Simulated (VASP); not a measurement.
# NaF (Fm-3m) in VASP: further runs, part 2 of 2

VASP 6.6.1. Earlier steps stand in the parts before.

## Step 3: Single point, r2SCAN

Input file POSCAR:

```
NaF
1.0
    0.0000000000      2.3200000000      2.3200000000
    2.3200000000      0.0000000000      2.3200000000
    2.3200000000      2.3200000000      0.0000000000
Na F
1 1
Direct
    0.0000000000      0.0000000000      0.0000000000
    0.5000000000      0.5000000000      0.5000000000
```

Input file INCAR.step1:

```
PREC = Accurate
ENCUT = 520
ISMEAR = -1
SIGMA = 0.05
LREAL = False
LASPH = True
NELM = 60
NBANDS = 14
GGA = PE
ALGO = Normal
EDIFF = 1E-4
LWAVE = True
LCHARG = False
```

Input file INCAR.step2:

```
PREC = Accurate
ENCUT = 520
EDIFF = 1E-6
ISMEAR = -1
SIGMA = 0.05
LREAL = False
LASPH = True
NELM = 60
ALGO = Normal
ISIF = 2
LWAVE = False
LCHARG = False
METAGGA = R2SCAN
LMIXTAU = True
NBANDS = 14
ISTART = 1
```

Input file KPOINTS:

```
regular mesh
0
Gamma
  6 6 6
```

Potentials or basis: VASP PAW PBE potentials, release 64 (Na_pv, F).

Launch:

```sh
> cat potpaw_PBE.64/Na_pv/POTCAR potpaw_PBE.64/F/POTCAR > POTCAR
> cp INCAR.step1 INCAR
> mpirun -np 1 vasp_std > vasp.out
> cp INCAR.step2 INCAR
> mpirun -np 1 vasp_std > vasp.out
```

OUTCAR:

```text
PREC = Accurate
   ENCUT = 520
   EDIFF = 1E-6
   ISMEAR = -1
   LREAL = False
   LASPH = True
   NELM = 60
   ISIF = 2
   METAGGA = R2SCAN
   ISTART = 1

 ion  position               nearest neighbor table
   1  0.000  0.000  0.000-   2 2.32   2 2.32   2 2.32   2 2.32   2 2.32   2 2.32
   2  0.500  0.500  0.500-   1 2.32   1 2.32   1 2.32   1 2.32   1 2.32   1 2.32

  LATTYP: Found a face centered cubic cell.
 ALAT       =     4.6400000000

  Lattice vectors:

 A1 = (   0.0000000000,   2.3200000000,   2.3200000000)
 A2 = (   2.3200000000,   0.0000000000,   2.3200000000)
 A3 = (   2.3200000000,   2.3200000000,   0.0000000000)

Analysis of symmetry for initial positions (statically):
=====================================================================
 Subroutine PRICEL returns:
 Original cell was already a primitive cell.

 Routine SETGRP: Setting up the symmetry group for a
 face centered cubic supercell.

 Subroutine GETGRP returns: Found 48 space group operations
 (whereof 48 operations were pure point group operations)
 out of a pool of 48 trial point group operations.

The static configuration has the point symmetry O_h .

Analysis of symmetry for dynamics (positions and initial velocities):
=====================================================================
 Subroutine PRICEL returns:
 Original cell was already a primitive cell.

 Routine SETGRP: Setting up the symmetry group for a
 face centered cubic supercell.

 Subroutine GETGRP returns: Found 48 space group operations
 (whereof 48 operations were pure point group operations)
 out of a pool of 48 trial point group operations.

The dynamic configuration has the point symmetry O_h .

 Subroutine INISYM returns: Found 48 space group operations
 (whereof 48 operations are pure point group operations),
 and found     1 'primitive' translations

----------------------------------------------------------------------------------------

                                     Primitive cell

  volume of cell :      24.9743

  direct lattice vectors                    reciprocal lattice vectors
     0.000000000  2.320000000  2.320000000    -0.215517241  0.215517241  0.215517241
     2.320000000  0.000000000  2.320000000     0.215517241 -0.215517241  0.215517241
     2.320000000  2.320000000  0.000000000     0.215517241  0.215517241 -0.215517241

  length of vectors
     3.280975465  3.280975465  3.280975465     0.373286812  0.373286812  0.373286812

  position of ions in fractional coordinates (direct lattice)
     0.000000000  0.000000000  0.000000000
     0.500000000  0.500000000  0.500000000

  ion indices of the primitive-cell ions
   primitive index   ion index
                 1           1
                 2           2

----------------------------------------------------------------------------------------

 KPOINTS: regular mesh

Automatic generation of k-mesh.
 Grid dimensions read from file:
[... 22 lines left out ...]
  0.000000  0.000000  0.000000      1.000000
  0.166667  0.000000  0.000000      8.000000
  0.333333  0.000000  0.000000      8.000000
  0.500000  0.000000  0.000000      4.000000
  0.166667  0.166667  0.000000      6.000000
  0.333333  0.166667  0.000000     24.000000
[... 8 lines left out ...]
 -0.333333  0.333333  0.166667     24.000000
 -0.333333  0.500000  0.166667     12.000000
   k-points           NKPTS =     16   k-points in BZ     NKDIM =     16   number of bands    NBANDS=     14
   number of dos      NEDOS =    301   number of ions     NIONS =      2
   total plane-waves  NPLWV =  13824
   dimension x,y,z NGX =    24 NGY =   24 NGZ =   24
   dimension x,y,z NGXF=    48 NGYF=   48 NGZF=   48
   ions per type =               1   1
   NGX,Y,Z   is equivalent  to a cutoff of  12.16, 12.16, 12.16 a.u.
   NGXF,Y,Z  is equivalent  to a cutoff of  24.32, 24.32, 24.32 a.u.
 SYSTEM =  unknown system
   PREC   = accura    normal or accurate (medium, high low for compatibility)
   ISTART =      1    job   : 0-new  1-cont  2-samecut
   ICHARG =      0    charge: 1-file 2-atom 10-const
   ISPIN  =      1    spin polarized calculation?
   LNONCOLLINEAR =      F non collinear calculations
   LSORBIT =      F    spin-orbit coupling
   LASPH  =      T    aspherical Exc in radial PAW
   ENCUT  =  520.0 eV  38.22 Ry    6.18 a.u.   6.10  6.10  6.10*2*pi/ulx,y,z
   NELM   =     60;   NELMIN=  2; NELMDL=  0     # of ELM steps
   EDIFF  = 0.1E-05   stopping-criterion for ELM
   LREAL  =      F    real-space projection
   EDIFFG = 0.1E-04   stopping-criterion for IOM
   NSW    =      0    number of steps for IOM
   IBRION =     -1    ionic relax: 0-MD 1-quasi-New 2-CG
   NFREE  =      0    steps in history (QN), initial steepest desc. (CG)
   ISIF   =      2    stress and relaxation
   ISYM   =      2    0-nonsym 1-usesym 2-fastsym
   POTIM  = 0.5000    time-step for ionic-motion
   TEBEG  =    0.0;   TEEND  =   0.0 temperature during run
   PSTRESS=    0.0 pullay stress
   NELECT =      14.0000    total number of electrons
   NUPDOWN=      -1.0000    fix difference up-down
   EMIN   =  10.00;   EMAX   =-10.00  energy-range for DOS
   EFERMI =   0.00;   METHOD = LEGACY
   ISMEAR =    -1;   SIGMA  =   0.05  broadening in eV -4-tet -1-fermi 0-gaus
   EFERMI_NEDOS =   21; number of points for ismear=-14 and -15
   IALGO  =     38    algorithm
   IMIX   =      4    mixing-type and parameters
     AMIX     =   0.40;   BMIX     =  1.00
     AMIX_MAG =   1.60;   BMIX_MAG =  1.00
  volume/ion in A,a.u.               =      12.49        84.27
  Fermi-wavevector in a.u.,A,eV,Ry     =   1.349852  2.550851 24.791186  1.822101
  Thomas-Fermi vector in A             =   2.477405
   LORBIT       =      0    0 simple, 1 ext, 2 COOP (PROOUT), +10 PAW based schemes
   METAGGA = R2SCAN    functional components
   LHFCALC =     F    Hartree Fock is set to
   AEXX    =    0.0000 exact exchange contribution
   IVDW    =     0    specifies the selected vdW correction
   LEPSILON=     F    determine dielectric tensor
   LRPA    =     F    only Hartree local field effects (RPA)
 non-spin polarized calculation
  energy-cutoff  :      520.00
  volume of cell :       24.97
 maximum number of plane-waves:       692
   NGX = 13   NGY = 13   NGZ = 13

 number of electron      13.9999982 magnetization

 Free energy of the ion-electron system (eV)
  ---------------------------------------------------
  ext. energy  EPLUGINS =         0.00000000
  ---------------------------------------------------
  free energy    TOTEN  =       -12.59695990 eV

  energy without entropy =      -12.59695990  energy(sigma->0) =      -12.59695990

 E-fermi :  -1.7052     XC(G=0):  -9.7539

 val. band max:       -2.7413563832   @ k =   0.0000   0.0000   0.0000
 cond. band min:       4.4081402125   @ k =   0.0000   0.0000   0.0000
 fundamental gap:      7.1494965957
 Fermi energy:        -1.7051722724

 k-point     1 :       0.0000    0.0000    0.0000
  band No.  band energies     occupation
      1     -23.0305      2.00000
      2     -22.2533      2.00000
      3     -22.2527      2.00000
      4     -22.2527      2.00000
      5      -2.7414      2.00000
      6      -2.7414      2.00000
      7      -2.7414      2.00000
      8       4.4081      0.00000
      9      17.0134      0.00000
     10      17.0134      0.00000
     11      17.0134      0.00000
     12      19.6512      0.00000
     13      22.2683      0.00000
     14      22.2683      0.00000
[... 241 lines left out ...]
      1     -23.0081      2.00000
      2     -22.3625      2.00000
      3     -22.3222      2.00000
      4     -22.0674      2.00000
      5      -3.8060      2.00000
      6      -3.3807      2.00000
      7      -3.2634      2.00000
      8      11.2233      0.00000
      9      11.2772      0.00000
     10      13.0851      0.00000
     11      16.1484      0.00000
     12      19.8891      0.00000
     13      24.3718      0.00000
     14      24.4962      0.00000

------------------------ aborting loop because EDIFF is reached ----------------------------------------

  FORCE on cell =-STRESS in cart. coord.  units (eV):
  Direction    XX          YY          ZZ          XY          YZ          ZX
  --------------------------------------------------------------------------------------
  -------------------------------------------------------------------------------------
  Total       -0.3133491     -0.3133491     -0.3133491      0.0000000      0.0000000      0.0000000
  in kB      -20.1022664    -20.1022664    -20.1022664      0.0000000      0.0000000      0.0000000
  external PRESSURE =     -20.1022664 kB  Pullay stress =       0.0000000 kB

 VOLUME and BASIS-vectors are now :
 -----------------------------------------------------------------------------
  energy-cutoff  :      520.00
  volume of cell :       24.97
      direct lattice vectors                 reciprocal lattice vectors
     0.000000000  2.320000000  2.320000000    -0.215517241  0.215517241  0.215517241
     2.320000000  0.000000000  2.320000000     0.215517241 -0.215517241  0.215517241
     2.320000000  2.320000000  0.000000000     0.215517241  0.215517241 -0.215517241

 POSITION                                       TOTAL-FORCE (eV/Angst)
 -----------------------------------------------------------------------------------
      0.00000      0.00000      0.00000         0.000000      0.000000      0.000000
      2.32000      2.32000      2.32000        -0.000000     -0.000000     -0.000000
 -----------------------------------------------------------------------------------
    total drift:                                0.000000     -0.000000      0.000000

  FREE ENERGIE OF THE ION-ELECTRON SYSTEM (eV)
  ---------------------------------------------------
  free  energy   TOTEN  =       -12.5969599025 eV

  energy  without entropy=      -12.5969599024  energy(sigma->0) =      -12.59695990
```

OUTCAR.step1:

```text
PREC = Accurate
   ENCUT = 520
   ISMEAR = -1
   LREAL = False
   LASPH = True
[... 481 lines left out ...]
      0.00000      0.00000      0.00000         0.000000      0.000000      0.000000
      2.32000      2.32000      2.32000        -0.000000     -0.000000     -0.000000
 -----------------------------------------------------------------------------------
    total drift:                                0.000000     -0.000000      0.000000

  FREE ENERGIE OF THE ION-ELECTRON SYSTEM (eV)
  ---------------------------------------------------
  free  energy   TOTEN  =        -8.5628532595 eV

  energy  without entropy=       -8.5628532594  energy(sigma->0) =       -8.56285326
```

OSZICAR.step1:

```text
N       E                     dE             d eps       ncg     rms          rms(c)
DAV:   1     0.104824404410E+03    0.10482E+03   -0.78357E+03   448   0.122E+03
DAV:   2    -0.430673108313E+01   -0.10913E+03   -0.10251E+03   478   0.327E+02
DAV:   3    -0.941879909582E+01   -0.51121E+01   -0.51010E+01   556   0.667E+01
DAV:   4    -0.945864603171E+01   -0.39847E-01   -0.39844E-01   502   0.625E+00
DAV:   5    -0.945906334366E+01   -0.41731E-03   -0.41731E-03   580   0.632E-01    0.542E+00
DAV:   6    -0.857095713837E+01    0.88811E+00   -0.31105E+00   542   0.148E+01    0.182E+00
DAV:   7    -0.856086098589E+01    0.10096E-01   -0.27868E-02   460   0.200E+00    0.106E+00
DAV:   8    -0.856229029223E+01   -0.14293E-02   -0.28814E-02   478   0.337E+00    0.148E-01
DAV:   9    -0.856297464973E+01   -0.68436E-03   -0.42151E-03   538   0.597E-01    0.126E-01
DAV:  10    -0.856285548056E+01    0.11917E-03   -0.81240E-04   490   0.325E-01    0.153E-02
DAV:  11    -0.856285325946E+01    0.22211E-05   -0.26761E-05   266   0.726E-02
   1 F= -.85628533E+01 E0= -.85628533E+01  d E =-.105073E-09
```

Run time: 18 s. Hardware: 1 thread of AMD EPYC 7R13 (Zen 3), shared host; peak memory 0.11 GiB.

Results:

```yaml
Free_energy: -12.5970 eV
Pressure: -2.0 GPa
Band_gap_on_the_k_mesh: 7.15 eV
```

Levels at points of the mesh, in eV from the valence-band top:
```csv
k point,band 5,band 6,band 7,band 8,band 9,band 10
"(0.00, 0.00, 0.00)",0.00,0.00,0.00,7.15,19.75,19.75
"(0.50, 0.00, 0.00)",-1.54,-0.26,-0.26,11.60,13.38,21.37
"(0.50, 0.50, 0.00)",-1.26,-0.40,-0.40,13.90,14.02,14.80
```

Caveat: the PAW data sets were made with another functional, which shifts forces and pressure a little. r2SCAN opens gaps a little over a GGA but as a rule still falls short of measured ones.

## Step 4: Single point, PBEsol+D3(BJ)

This run uses another cell than the first one, of 11.87 Å³/atom.

Input file INCAR:

```
PREC = Accurate ; ENCUT = 520
EDIFF = 1E-6 ; ISMEAR = -1
SIGMA = 0.05 ; LREAL = F
LASPH = T ; NELM = 80
ALGO = Normal ; ISIF = 2
LWAVE = F ; LCHARG = T
GGA = PS ; IVDW = 12
LELF = T ; LVHAR = T
NBANDS = 14
```

Input file KPOINTS:

```
Automatic mesh
0
Gamma
  10 10 10
```

Input file POSCAR:

```
NaF
1.0
    0.0000000000      2.2809045366      2.2809045366
    2.2809045366      0.0000000000      2.2809045366
    2.2809045366      2.2809045366      0.0000000000
Na F
1 1
Direct
    0.0000000000      0.0000000000      0.0000000000
    0.5000000000      0.5000000000      0.5000000000
```

Launch:

```sh
> cat potpaw_PBE.64/Na_pv/POTCAR potpaw_PBE.64/F/POTCAR > POTCAR
> mpirun -np 1 vasp_std > vasp.out
```

Wall time 9.8 s (1 thread of AMD EPYC 7R13 (Zen 3), shared host); peak memory 0.12 GiB.

It converged, with:

```yaml
Free_energy: -9.0997 eV
Pressure: 0.0 GPa
Band_gap_on_the_k_mesh: 6.41 eV
Dispersion_energy_per_atom: -0.170 eV
```

Levels at points of the mesh, in eV from the valence-band top:
| k point | band 5 | band 6 | band 7 | band 8 | band 9 | band 10 |
| --- | --- | --- | --- | --- | --- | --- |
| (0.00, 0.00, 0.00) | 0.00 | 0.00 | 0.00 | 6.41 | 19.17 | 19.17 |
| (0.50, 0.00, 0.00) | -1.73 | -0.28 | -0.28 | 10.89 | 12.73 | 20.49 |
| (0.50, 0.50, 0.00) | -1.37 | -0.43 | -0.43 | 13.25 | 13.37 | 13.99 |

Caveat: the PAW data sets were made with another functional, which shifts forces and pressure a little. Expect the measured gap to be larger: semilocal functionals such as PBEsol lack the derivative discontinuity.

## Step 5: Single point, PBEsol

This run uses another cell than the first one, of 12.41 Å³/atom.

Input file INCAR:

```
PREC     = Accurate       # precision mode
ENCUT    = 520            # plane-wave cutoff, eV
EDIFF    = 1E-7           # SCF threshold, eV
ISMEAR   = -1             # smearing method
SIGMA    = 0.05           # smearing width, eV
LREAL    = False          # projectors in reciprocal space
LASPH    = True           # aspherical terms in the spheres
NELM     = 100            # most SCF steps
ALGO     = Normal         # electronic algorithm
ISIF     = 2              # what is computed and relaxed
LWAVE    = False          # write WAVECAR
LCHARG   = False          # write CHGCAR
GGA      = PS             # functional
NBANDS   = 14             # bands
```

Input file KPOINTS:

```
regular mesh
0
Gamma
  10 10 10
```

Input file POSCAR:

```
NaF
1.0
    0.0000000000      2.3151075214      2.3151075214
    2.3151075214      0.0000000000      2.3151075214
    2.3151075214      2.3151075214      0.0000000000
Na F
1 1
Direct
    0.0000000000      0.0000000000      0.0000000000
    0.5000000000      0.5000000000      0.5000000000
```

Launch:

```sh
> cat potpaw_PBE.64/Na_pv/POTCAR potpaw_PBE.64/F/POTCAR > POTCAR
> mpirun -np 1 vasp_std > vasp.out
```

It took 9.8 s on 1 thread of AMD EPYC 7R13 (Zen 3), shared host; peak memory 0.11 GiB.

The run converged. Its results:

```
Free energy            : -8.7687 eV
Pressure               : 0.0 GPa
Band gap on the k mesh : 6.17 eV
```

Levels at points of the mesh, in eV from the valence-band top:
```
           k point  band 5  band 6  band 7  band 8  band 9  band 10
(0.00, 0.00, 0.00)    0.00    0.00    0.00    6.17   18.86    18.86
(0.50, 0.00, 0.00)   -1.62   -0.26   -0.26   10.62   12.36    20.01
(0.50, 0.50, 0.00)   -1.30   -0.41   -0.41   13.00   13.10    13.55
```

Caveat: the PAW data sets were made with another functional, which shifts forces and pressure a little. A k mesh can miss the band edges.

## Step 6: Summary

| level | cell | k mesh | gap on the mesh (eV) | pressure (GPa) |
| --- | --- | --- | --- | --- |
| RPBE | a = 3.281 Å, angles 60.0°, 2 atoms | 6 × 6 × 6 | 6.60 | 5.4 |
| r2SCAN | a = 3.281 Å, angles 60.0°, 2 atoms | 6 × 6 × 6 | 7.15 | -2.0 |
| PBEsol+D3(BJ) | a = 3.226 Å, angles 60.0°, 2 atoms | 10 × 10 × 10 | 6.41 | 0.0 |
| PBEsol | a = 3.274 Å, angles 60.0°, 2 atoms | 10 × 10 × 10 | 6.17 | 0.0 |

Alike in all rows: task single point; potentials or basis VASP PAW PBE potentials, release 64 (Na_pv, F); no spin polarisation; cutoff (eV) 520; smearing fermi-dirac 0.05 eV.

Caveats: the PAW data sets were made with another functional, which shifts forces and pressure a little; the cell stands under pressure (at least some runs).

Absolute energies hang on the potentials; compare differences alone.
